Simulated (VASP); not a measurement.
# Zn in VASP: further runs

Runs on Zn. Level: PBE. Tasks: single point.

Program: VASP 6.6.1. These are calculated values, not measurements. Logs are shortened: lines on timing, memory, paths and dates and some standing lists are left out, and cuts for length are marked.

## 1. The cell of the first run

The structure is hexagonal, space group P6_3/mmc (No. 194). Conventional cell: a = 2.649 Å, b = 2.649 Å, c = 5.125 Å, α = 90.00°, β = 90.00°, γ = 120.00°. Zn (site symmetry -6m2) has 12 Zn at 2.65 to 2.98 Å within 3.5 Å.

## 2. Single point, PBE

The input, INCAR:

```
SYSTEM = Zn
PREC = Accurate
ENCUT = 520
EDIFF = 1E-6
ISMEAR = 0
SIGMA = 0.1
LREAL = .False.
LASPH = .True.
NELM = 100
ALGO = Normal
ISIF = 2
LWAVE = .False.
LCHARG = .False.
GGA = PE
NBANDS = 19
```

The input, KPOINTS:

```
regular mesh
0
Gamma
  6 6 4
  0 0 0
```

The input, POSCAR:

```
Zn
1.0
    2.6490583190      0.0000000000      0.0000000000
   -1.3245291595      2.2941518004      0.0000000000
    0.0000000000      0.0000000000      5.1250959022
Zn
2
Direct
    0.3333333333      0.6666666667      0.2499958551
    0.6666666667      0.3333333333      0.7500041449
```

Potentials or basis: VASP PAW PBE potentials, release 64 (Zn).

Started as:

```sh
$ cat potpaw_PBE.64/Zn/POTCAR > POTCAR
$ mpirun -np 1 vasp_std > vasp.out
```

OUTCAR:

```text
SYSTEM = Zn
   PREC = Accurate
   ENCUT = 520
   EDIFF = 1E-6
   ISMEAR = 0
   LREAL = .False.
   LASPH = .True.
   NELM = 100
   ISIF = 2
   GGA = PE

 ion  position               nearest neighbor table
   1  0.333  0.667  0.250-   2 2.98   2 2.98   2 2.98   2 2.98   2 2.98   2 2.98
   2  0.667  0.333  0.750-   1 2.98   1 2.98   1 2.98   1 2.98   1 2.98   1 2.98

  LATTYP: Found a hexagonal cell.
 ALAT       =     2.6490583190
 C/A-ratio  =     1.9346859469

  Lattice vectors:

 A1 = (   2.6490583190,   0.0000000000,   0.0000000000)
 A2 = (  -1.3245291595,   2.2941518004,   0.0000000000)
 A3 = (   0.0000000000,   0.0000000000,   5.1250959022)

Analysis of symmetry for initial positions (statically):
=====================================================================
 Subroutine PRICEL returns:
 Original cell was already a primitive cell.

 Routine SETGRP: Setting up the symmetry group for a
 hexagonal supercell.

 Subroutine GETGRP returns: Found 12 space group operations
 (whereof 12 operations were pure point group operations)
 out of a pool of 24 trial point group operations.

The static configuration has the point symmetry D_3d.

Analysis of symmetry for dynamics (positions and initial velocities):
=====================================================================
 Subroutine PRICEL returns:
 Original cell was already a primitive cell.

 Routine SETGRP: Setting up the symmetry group for a
 hexagonal supercell.

 Subroutine GETGRP returns: Found 12 space group operations
 (whereof 12 operations were pure point group operations)
 out of a pool of 24 trial point group operations.

The dynamic configuration has the point symmetry D_3d.

 Subroutine INISYM returns: Found 12 space group operations
 (whereof 12 operations are pure point group operations),
 and found     1 'primitive' translations

----------------------------------------------------------------------------------------

                                     Primitive cell

  volume of cell :      31.1470

  direct lattice vectors                    reciprocal lattice vectors
     2.649058319  0.000000000  0.000000000     0.377492633  0.217945473  0.000000000
    -1.324529159  2.294151800  0.000000000     0.000000000  0.435890947  0.000000000
     0.000000000  0.000000000  5.125095902     0.000000000  0.000000000  0.195118300

  length of vectors
     2.649058319  2.649058319  5.125095902     0.435890947  0.435890947  0.195118300

  position of ions in fractional coordinates (direct lattice)
     0.333333333  0.666666667  0.249995855
     0.666666667  0.333333333  0.750004145

  ion indices of the primitive-cell ions
   primitive index   ion index
                 1           1
                 2           2

----------------------------------------------------------------------------------------

 KPOINTS: regular mesh

Automatic generation of k-mesh.
 Grid dimensions read from file:
 generate k-points for:    6    6    4

 Generating k-lattice:

  Cartesian coordinates                     Fractional coordinates (reciprocal lattice)
     0.062915439  0.036324246  0.000000000     0.166666667  0.000000000  0.000000000
     0.000000000  0.072648491  0.000000000     0.000000000  0.166666667  0.000000000
     0.000000000  0.000000000  0.048779575     0.000000000  0.000000000  0.250000000

  Length of vectors
     0.072648491  0.072648491  0.048779575

  Shift w.r.t. Gamma in fractional coordinates (k-lattice)
     0.000000000  0.000000000  0.000000000

 Subroutine IBZKPT returns following result:
 ===========================================

 Found     24 irreducible k-points:

 Following reciprocal coordinates:
            Coordinates               Weight
  0.000000  0.000000  0.000000      1.000000
  0.166667 -0.000000  0.000000      6.000000
  0.333333  0.000000  0.000000      6.000000
  0.500000 -0.000000  0.000000      3.000000
  0.166667  0.166667  0.000000      6.000000
  0.333333  0.166667  0.000000     12.000000
[... 16 lines left out ...]
  0.333333  0.166667  0.500000     12.000000
  0.333333  0.333333  0.500000      2.000000
   k-points           NKPTS =     24   k-points in BZ     NKDIM =     24   number of bands    NBANDS=     19
   number of dos      NEDOS =    301   number of ions     NIONS =      2
   total plane-waves  NPLWV =  16000
   dimension x,y,z NGX =    20 NGY =   20 NGZ =   40
   dimension x,y,z NGXF=    40 NGYF=   40 NGZF=   80
   ions per type =               2
   NGX,Y,Z   is equivalent  to a cutoff of  12.55, 12.55, 12.98 a.u.
   NGXF,Y,Z  is equivalent  to a cutoff of  25.10, 25.10, 25.95 a.u.
 SYSTEM =  Zn
   PREC   = accura    normal or accurate (medium, high low for compatibility)
   ISTART =      0    job   : 0-new  1-cont  2-samecut
   ICHARG =      2    charge: 1-file 2-atom 10-const
   ISPIN  =      1    spin polarized calculation?
   LNONCOLLINEAR =      F non collinear calculations
   LSORBIT =      F    spin-orbit coupling
   LASPH  =      T    aspherical Exc in radial PAW
   ENCUT  =  520.0 eV  38.22 Ry    6.18 a.u.   4.93  4.93  9.53*2*pi/ulx,y,z
   NELM   =    100;   NELMIN=  2; NELMDL= -5     # of ELM steps
   EDIFF  = 0.1E-05   stopping-criterion for ELM
   LREAL  =      F    real-space projection
   EDIFFG = 0.1E-04   stopping-criterion for IOM
   NSW    =      0    number of steps for IOM
   IBRION =     -1    ionic relax: 0-MD 1-quasi-New 2-CG
   NFREE  =      0    steps in history (QN), initial steepest desc. (CG)
   ISIF   =      2    stress and relaxation
   ISYM   =      2    0-nonsym 1-usesym 2-fastsym
   POTIM  = 0.5000    time-step for ionic-motion
   TEBEG  =    0.0;   TEEND  =   0.0 temperature during run
   PSTRESS=    0.0 pullay stress
   NELECT =      24.0000    total number of electrons
   NUPDOWN=      -1.0000    fix difference up-down
   EMIN   =  10.00;   EMAX   =-10.00  energy-range for DOS
   EFERMI =   0.00;   METHOD = LEGACY
   ISMEAR =     0;   SIGMA  =   0.10  broadening in eV -4-tet -1-fermi 0-gaus
   EFERMI_NEDOS =   21; number of points for ismear=-14 and -15
   IALGO  =     38    algorithm
   IMIX   =      4    mixing-type and parameters
     AMIX     =   0.40;   BMIX     =  1.00
     AMIX_MAG =   1.60;   BMIX_MAG =  1.00
  volume/ion in A,a.u.               =      15.57       105.10
  Fermi-wavevector in a.u.,A,eV,Ry     =   1.500859  2.836213 30.648199  2.252579
  Thomas-Fermi vector in A             =   2.612305
   LORBIT       =      0    0 simple, 1 ext, 2 COOP (PROOUT), +10 PAW based schemes
   GGA     = PE    functional components
   LHFCALC =     F    Hartree Fock is set to
   AEXX    =    0.0000 exact exchange contribution
   IVDW    =     0    specifies the selected vdW correction
   LEPSILON=     F    determine dielectric tensor
   LRPA    =     F    only Hartree local field effects (RPA)
 non-spin polarized calculation
 Gauss-broadening in eV      SIGMA  =   0.10
  energy-cutoff  :      520.00
  volume of cell :       31.15
 maximum number of plane-waves:       873
   NGX =  9   NGY =  9   NGZ = 19

 number of electron      23.9999988 magnetization

 Free energy of the ion-electron system (eV)
  ---------------------------------------------------
  ext. energy  EPLUGINS =         0.00000000
  ---------------------------------------------------
  free energy    TOTEN  =        -2.17370799 eV

  energy without entropy =       -2.16898433  energy(sigma->0) =       -2.17134616

 E-fermi :   3.2888     XC(G=0): -11.4170

 val. band max:        3.2725434701   @ k =   0.3333   0.0000   0.0000
 cond. band min:       3.3248959531   @ k =   0.3333   0.3333   0.0000
 fundamental gap:      0.0523524830
 Fermi energy:         3.2888370753

 k-point     1 :       0.0000    0.0000    0.0000
  band No.  band energies     occupation
      1      -7.2906      2.00000
      2      -5.6506      2.00000
      3      -4.9493      2.00000
      4      -4.7061      2.00000
      5      -4.7061      2.00000
      6      -4.6675      2.00000
[... 11 lines left out ...]
     18      22.4589      0.00000
     19      22.4654      0.00000

 k-point     2 :       0.1667   -0.0000    0.0000
  band No.  band energies     occupation
      1      -6.4779      2.00000
      2      -5.3350      2.00000
      3      -4.8831      2.00000
      4      -4.7717      2.00000
      5      -4.6888      2.00000
      6      -4.5328      2.00000
[... 11 lines left out ...]
     18      19.4681      0.00000
     19      20.2659      0.00000

 k-point     3 :       0.3333    0.0000    0.0000
  band No.  band energies     occupation
      1      -5.3735      2.00000
      2      -5.2801      2.00000
      3      -4.9893      2.00000
      4      -4.6589      2.00000
      5      -4.6131      2.00000
      6      -4.4453      2.00000
[... 11 lines left out ...]
     18      18.0693      0.00000
     19      19.0496      0.00000

 k-point     4 :       0.5000   -0.0000    0.0000
  band No.  band energies     occupation
      1      -5.4409      2.00000
      2      -5.3661      2.00000
      3      -5.1480      2.00000
      4      -4.7307      2.00000
      5      -4.5104      2.00000
      6      -4.4949      2.00000
[... 11 lines left out ...]
     18      17.5762      0.00000
     19      18.2345      0.00000

 k-point     5 :       0.1667    0.1667    0.0000
  band No.  band energies     occupation
      1      -5.2016      2.00000
      2      -5.0093      2.00000
      3      -4.9681      2.00000
      4      -4.8523      2.00000
      5      -4.8049      2.00000
      6      -4.6373      2.00000
[... 11 lines left out ...]
     18      15.9281      0.00000
     19      17.5038      0.00000

 k-point     6 :       0.3333    0.1667    0.0000
  band No.  band energies     occupation
      1      -5.1912      2.00000
      2      -5.0956      2.00000
      3      -5.0546      2.00000
      4      -4.7001      2.00000
      5      -4.5581      2.00000
      6      -4.5487      2.00000
[... 11 lines left out ...]
     18      13.9469      0.00000
     19      15.5624      0.00000

 k-point     7 :       0.3333    0.3333    0.0000
  band No.  band energies     occupation
      1      -4.9838      2.00000
      2      -4.8196      2.00000
      3      -4.8196      2.00000
      4      -4.7737      2.00000
      5      -4.6944      2.00000
      6      -4.6944      2.00000
[... 11 lines left out ...]
     18       9.1822      0.00000
     19      11.6249      0.00000

 k-point     8 :       0.0000    0.0000    0.2500
  band No.  band energies     occupation
      1      -6.9577      2.00000
      2      -5.7153      2.00000
      3      -4.9178      2.00000
      4      -4.7059      2.00000
      5      -4.7059      2.00000
      6      -4.6778      2.00000
[... 256 lines left out ...]
 k-point    20 :       0.3333    0.0000    0.5000
  band No.  band energies     occupation
      1      -5.3064      2.00000
      2      -5.3064      2.00000
      3      -4.9967      2.00000
      4      -4.9967      2.00000
      5      -4.3157      2.00000
      6      -4.3157      2.00000
[... 11 lines left out ...]
     18      16.1611      0.00000
     19      18.9880      0.00000

 k-point    21 :       0.5000   -0.0000    0.5000
  band No.  band energies     occupation
      1      -5.4158      2.00000
      2      -5.4158      2.00000
      3      -5.0847      2.00000
      4      -5.0847      2.00000
      5      -4.3274      2.00000
      6      -4.3274      2.00000
[... 11 lines left out ...]
     18      15.1588      0.00000
     19      15.8625      0.00000

 k-point    22 :       0.1667    0.1667    0.5000
  band No.  band energies     occupation
      1      -5.0089      2.00000
      2      -5.0088      2.00000
      3      -4.8878      2.00000
      4      -4.8878      2.00000
      5      -4.8448      2.00000
      6      -4.8448      2.00000
[... 11 lines left out ...]
     18      12.3026      0.00000
     19      23.1799      0.00000

 k-point    23 :       0.3333    0.1667    0.5000
  band No.  band energies     occupation
      1      -5.1579      2.00000
      2      -5.1579      2.00000
      3      -4.9861      2.00000
      4      -4.9860      2.00000
      5      -4.4803      2.00000
      6      -4.4802      2.00000
[... 11 lines left out ...]
     18      12.1261      0.00000
     19      17.7687      0.00000

 k-point    24 :       0.3333    0.3333    0.5000
  band No.  band energies     occupation
      1      -4.8989      2.00000
      2      -4.8989      2.00000
      3      -4.8227      2.00000
      4      -4.8226      2.00000
      5      -4.6781      2.00000
      6      -4.6781      2.00000
[... 11 lines left out ...]
     18      14.3348      0.00000
     19      16.9573      0.00000

------------------------ aborting loop because EDIFF is reached ----------------------------------------

  FORCE on cell =-STRESS in cart. coord.  units (eV):
  Direction    XX          YY          ZZ          XY          YZ          ZX
  --------------------------------------------------------------------------------------
  -------------------------------------------------------------------------------------
  Total        0.0561963      0.0561963      0.0557314      0.0000000      0.0000000      0.0000000
  in kB        2.8906974      2.8906974      2.8667830      0.0000000      0.0000000      0.0000000
  external PRESSURE =       2.8827259 kB  Pullay stress =       0.0000000 kB

 VOLUME and BASIS-vectors are now :
 -----------------------------------------------------------------------------
  energy-cutoff  :      520.00
  volume of cell :       31.15
      direct lattice vectors                 reciprocal lattice vectors
     2.649058319  0.000000000  0.000000000     0.377492633  0.217945473  0.000000000
    -1.324529159  2.294151800  0.000000000     0.000000000  0.435890947  0.000000000
     0.000000000  0.000000000  5.125095902     0.000000000  0.000000000  0.195118300

 POSITION                                       TOTAL-FORCE (eV/Angst)
 -----------------------------------------------------------------------------------
     -0.00000      1.52943      1.28125        -0.000000      0.000000      0.000125
      1.32453      0.76472      3.84384         0.000000     -0.000000     -0.000125
 -----------------------------------------------------------------------------------
    total drift:                                0.000000     -0.000000      0.000000

  FREE ENERGIE OF THE ION-ELECTRON SYSTEM (eV)
  ---------------------------------------------------
  free  energy   TOTEN  =        -2.1737079933 eV

  energy  without entropy=       -2.1689843318  energy(sigma->0) =       -2.17134616
```

Run time: 10 s. Hardware: 1 thread of Intel Xeon 6975P-C (Granite Rapids), shared host; peak memory 0.14 GiB.

What came out:

| Item | Value |
| --- | --- |
| Free energy | -2.1737 eV |
| Pressure | 0.3 GPa |
| Band gap on the k mesh | zero (bands 12 and 13 overlap by 4.66 eV) |

Levels at points of the mesh, in eV from the Fermi level:
```tsv
k point	band 8	band 9	band 10	band 11	band 12	band 13	band 14	band 15	band 16	band 17
(0.00, 0.00, 0.00)	-7.57	-7.57	-7.40	-7.40	-4.02	-3.85	11.74	15.53	17.62	17.62
(0.50, 0.00, 0.00)	-7.44	-7.21	-7.20	-2.98	-2.30	1.96	3.22	3.39	5.27	10.23
(0.00, 0.00, 0.50)	-7.90	-7.48	-7.48	-7.48	-7.48	3.43	3.43	18.79	18.79	18.79
(0.50, 0.00, 0.50)	-7.44	-7.20	-7.20	-2.08	-2.08	-0.12	-0.12	9.13	9.13	11.87
```

Caveat: the k points lie up to 0.46 Å⁻¹ apart, too coarse for converged energies and pressures of a metal.

## 3. Single point, PBE

This run uses another cell than the first one: it holds 4 atoms, not 2.

The input, INCAR:

```
PREC = Accurate ; ENCUT = 520
EDIFF = 1E-6 ; ISMEAR = 0
SIGMA = 0.2 ; LREAL = F
LASPH = T ; NELM = 60
ALGO = Normal ; ISIF = 2
LWAVE = F ; LCHARG = F
GGA = PE ; NBANDS = 32
```

The input, KPOINTS:

```
Automatic mesh
0
Gamma
  12 12 2
```

The input, POSCAR:

```
Zn
1.0
    2.6443807862      0.0000000000      0.0000000000
   -1.3221903931      2.2901009381      0.0000000000
    0.0000000000      0.0000000000     10.0645238396
Zn
4
Direct
    0.3333333333      0.6666666667      0.1250000000
    0.3333333333      0.6666666667      0.6250000000
    0.6666666667      0.3333333333      0.3750000000
    0.6666666667      0.3333333333      0.8750000000
```

Potentials or basis: VASP PAW PBE potentials, release 64 (Zn).

Started as:

```sh
$ cat potpaw_PBE.64/Zn/POTCAR > POTCAR
$ mpirun -np 1 vasp_std > vasp.out
```

It took 34 s on 1 thread of Intel Xeon 6975P-C (Granite Rapids), shared host; peak memory 0.2 GiB.

The run converged. Its results:

| Property | Result |
| --- | --- |
| Free energy | -4.4456 eV |
| Pressure | 0.5 GPa |
| Band gap on the k mesh | zero (bands 24 and 25 overlap by 4.40 eV) |

Stress tensor (GPa, compression positive):
```
-0.07  0.00  0.00
 0.00 -0.07  0.00
 0.00  0.00  1.68
```

Levels at points of the mesh, in eV from the Fermi level:
```
           k point  band 20  band 21  band 22  band 23  band 24  band 25  band 26  band 27  band 28  band 29
(0.00, 0.00, 0.00)    -7.36    -7.36    -7.28    -7.28    -3.90    -3.49     3.95     3.95    12.61    16.38
(0.50, 0.00, 0.00)    -7.06    -2.92    -2.22    -1.99    -1.99     0.03     0.03     2.29     3.38     3.78
(0.00, 0.00, 0.50)    -7.30    -7.30    -7.30    -6.36    -6.36    -0.22    -0.22     8.69     8.69    18.10
(0.50, 0.00, 0.50)    -7.06    -2.62    -2.62    -2.06    -2.06     0.99     0.99     1.18     1.18     6.77
```

## 4. Single point, PBE

This run uses another cell than the first one, of 15.24 Å³/atom.

The input, INCAR:

```
ALGO = Fast ; EDIFF = 1E-6
ENCUT = 520 ; GGA = PE
ISIF = 2 ; ISMEAR = 0
LASPH = True ; LCHARG = False
LREAL = False ; LWAVE = False
NBANDS = 19 ; NELM = 60
PREC = Accurate ; SIGMA = 0.1
```

The input, KPOINTS:

```
k-points
0
Gamma
  24 24 12
```

The input, POSCAR:

```
Zn
1.0
    2.6443807862      0.0000000000      0.0000000000
   -1.3221903931      2.2901009381      0.0000000000
    0.0000000000      0.0000000000      5.0322619198
Zn
2
Direct
    0.3333333333      0.6666666667      0.2500000000
    0.6666666667      0.3333333333      0.7500000000
```

Started as:

```sh
$ cat potpaw_PBE.64/Zn/POTCAR > POTCAR
$ mpirun -np 1 vasp_std > vasp.out
```

It took 97 s on 1 thread of Intel Xeon 6975P-C (Granite Rapids), shared host; peak memory 0.29 GiB.

Results (log left out):

* Free energy: -2.2177 eV
* Pressure: 0.8 GPa
* Band gap on the k mesh: zero (bands 12 and 13 overlap by 4.84 eV)

Stress tensor (GPa, compression positive):
```
0.85 0.00 0.00
0.00 0.85 0.00
0.00 0.00 0.58
```

Levels at points of the mesh, in eV from the Fermi level:
| k point | band 9 | band 10 | band 11 | band 12 | band 13 | band 14 | band 15 | band 16 |
| --- | --- | --- | --- | --- | --- | --- | --- | --- |
| (0.00, 0.00, 0.00) | -7.26 | -7.08 | -7.08 | -3.70 | -3.30 | 12.81 | 16.58 | 17.94 |
| (0.50, 0.00, 0.00) | -6.88 | -6.86 | -2.73 | -2.02 | 2.49 | 3.58 | 3.98 | 5.69 |
| (0.00, 0.00, 0.50) | -7.16 | -7.16 | -7.16 | -7.16 | 4.15 | 4.15 | 19.18 | 19.18 |
| (0.50, 0.00, 0.50) | -6.87 | -6.87 | -1.80 | -1.80 | 0.23 | 0.23 | 9.83 | 9.83 |

[end of part 1 of 2]

The gap in the log of VASP goes by the Fermi energy; the results here count the filled bands.